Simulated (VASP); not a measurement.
Here is a VASP 6.6.1 calculation.

File POSCAR:

```
Cu
1.0
    0.0000000000      1.7883182100      1.7883182100
    1.7883182100      0.0000000000      1.7883182100
    1.7883182100      1.7883182100      0.0000000000
Cu
1
Direct
    0.0030000000      0.0030000000      0.0030000000
```

Contents of INCAR.step1:

```
PREC = Accurate ; ENCUT = 520
ISMEAR = 0 ; SIGMA = 0.1
LREAL = F ; LASPH = T
NELM = 100 ; NBANDS = 12
GGA = PE ; ALGO = Normal
EDIFF = 1E-4 ; LWAVE = T
LCHARG = F
```

File INCAR.step2:

```
PREC = Accurate ; ENCUT = 520
EDIFF = 1E-7 ; ISMEAR = 0
SIGMA = 0.1 ; LREAL = F
LASPH = T ; NELM = 100
ALGO = Normal ; ISIF = 2
LWAVE = F ; LCHARG = T
METAGGA = R2SCAN ; LMIXTAU = T
LELF = T ; LVHAR = T
NBANDS = 12 ; ISTART = 1
```

KPOINTS

```
regular mesh
0
Gamma
  26 26 26
```

Potentials or basis: VASP PAW PBE potentials, release 64 (Cu).

Run with:

```sh
$ cat potpaw_PBE.64/Cu/POTCAR > POTCAR
$ cp INCAR.step1 INCAR
$ mpirun -np 1 vasp_std > vasp.out
$ cp INCAR.step2 INCAR
$ mpirun -np 1 vasp_std > vasp.out
```

Problem. What does it give for the band gap on the k mesh?

Solution. Zero (an odd number of electrons rules out a gap without spin polarisation).

Problem. Predict the pressure.

Solution. 0.6 GPa.

Caveat: the PAW data sets were made with another functional, which shifts forces and pressure a little.
